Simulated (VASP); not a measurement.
The system is CuO.

```
Cu O
1.0
     3.28802    0.00000    0.00000
    -1.64401    2.84751    0.00000
     0.00000    0.00000    5.38502
Cu O
2 2
Cartesian
  1.6440 0.9492 0.0000
  0.0000 1.8983 2.6925
  1.6440 0.9492 3.3667
  0.0000 1.8983 0.6742
```

Base run:

```yaml
Program: VASP 6.6.1
Functional: RPBE
Potentials_or_basis: VASP PAW PBE potentials, release 64 (Cu, O)
Cutoff: 520 eV
k_mesh: 9 × 9 × 5
Occupations: fermi-dirac, width 0.05 eV
Spin: no spin polarisation
```

Its results: band gap on the k mesh zero (band 17 reaches 4.01 eV, above the bottom of band 18 at 2.68 eV); pressure -4.2 GPa; largest force 0.074 eV/Å.

**Question.** The run is repeated on the same cell with these changes: functional from RPBE to PBE; further incar settings from ALGO = Normal; EDIFF = 1e-06; NBANDS = 25 to ALGO = Normal; EDIFF = 1e-08; NBANDS = 25. What comes out?

**Answer.** Band gap on the k mesh zero (band 17 reaches 3.81 eV, above the bottom of band 18 at 2.48 eV); pressure -8.7 GPa; largest force 0.073 eV/Å.

Caveats: semilocal functionals often make such compounds metallic where correlation or magnetic order opens a gap, which also shifts bond lengths; the PAW data sets were made with another functional, which shifts forces and pressure a little (some runs).
